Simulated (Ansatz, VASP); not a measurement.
Two plane-wave programs on ZrSi2

```
Zr Si
1.0
     4.01301    0.00000    0.00000
    -2.00650    3.47537    0.00000
     0.00000    0.00000    3.60491
Zr Si
1 2
Direct
  0.00000 0.00000 0.00000
  0.33333 0.66667 0.50000
  0.66667 0.33333 0.50000
```

Alike in both runs: functional PBE; k mesh 6 × 6 × 4; occupations gaussian, width 0.1 eV; no spin polarisation.

Ansatz relaxed the structure, and its values are those at the end. VASP's run is a single point on that final structure, the one shown.

```csv
,VASP,Ansatz
version,VASP 6.6.1,Ansatz 0.2.0
potentials or method,"VASP PAW PBE potentials, release 64 (Zr_sv, Si), cutoff 520 eV","scalar-relativistic, plane waves, PAW"
valence electrons in the cell,20,20
```

|  | VASP | Ansatz | Ansatz less VASP |
| --- | --- | --- | --- |
| gap on the k mesh at the Fermi level (eV) | none | none | - |
| pressure (GPa) | 0.0 | 0.0 | +0.04 |

A gap of «none» marks a metal or a gap that the smearing closes.

The k mesh is coarse, so the values compare programs but aren't converged.
